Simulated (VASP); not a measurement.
**InAs2: single point with PBE**

InAs2:

```
CELL_PARAMETERS angstrom
1.84646 1.06605 6.46228
-1.84646 1.06605 6.46228
0.00000 -2.13210 6.46228
ATOMIC_POSITIONS crystal
In 0.00000 0.00000 0.00000
As 0.79680 0.79680 0.79680
As 0.20320 0.20320 0.20320
```

- Program: VASP 6.6.1
- Task: single point
- Functional: PBE
- Potentials or basis: VASP PAW PBE potentials, release 64 (In_d, As)
- Cutoff: 520 eV
- k mesh: 6 × 6 × 6
- Occupations: gaussian, width 0.1 eV
- Spin: no spin polarisation

```yaml
Pressure: 0.3 GPa
Largest_force: 0.040 eV/Å
Band_gap_on_the_k_mesh: zero (an odd number of electrons rules out a gap without spin polarisation)
```

Forces in eV/Å, atoms in the order of the input:
```
In   0.000  0.000  0.000
As   0.000  0.000 -0.040
As   0.000  0.000  0.040
```

Stress tensor (GPa, compression positive):
```
0.21 0.00 0.00
0.00 0.21 0.00
0.00 0.00 0.51
```

Levels at points of the mesh, in eV from the Fermi level:
| k point | band 7 | band 8 | band 9 | band 10 | band 11 | band 12 | band 13 | band 14 | band 15 | band 16 |
| --- | --- | --- | --- | --- | --- | --- | --- | --- | --- | --- |
| (0.00, 0.00, 0.00) | -8.99 | -6.91 | -1.38 | -1.38 | -0.51 | 0.53 | 1.86 | 1.86 | 4.84 | 5.95 |
| (0.50, 0.00, 0.00) | -10.39 | -5.19 | -4.14 | -3.09 | -3.03 | -1.85 | 1.43 | 1.74 | 3.09 | 3.92 |
| (0.50, 0.50, 0.00) | -10.30 | -5.84 | -4.19 | -3.17 | -2.14 | -0.20 | 0.41 | 1.02 | 2.60 | 4.33 |
| (0.50, 0.50, 0.50) | -9.69 | -4.87 | -3.03 | -1.42 | -1.42 | 1.20 | 1.87 | 1.87 | 4.40 | 6.76 |

Wall time 86 s on 1 thread of Intel(R) Xeon(R) 6975P-C (Granite Rapids), on a shared host, peak memory 0.37 GiB.

Caveat: spin-orbit coupling is left out, which moves the levels of the heavy elements; an odd number of electrons without spin polarisation forces a metal; a magnetic or distorted state may lie lower.
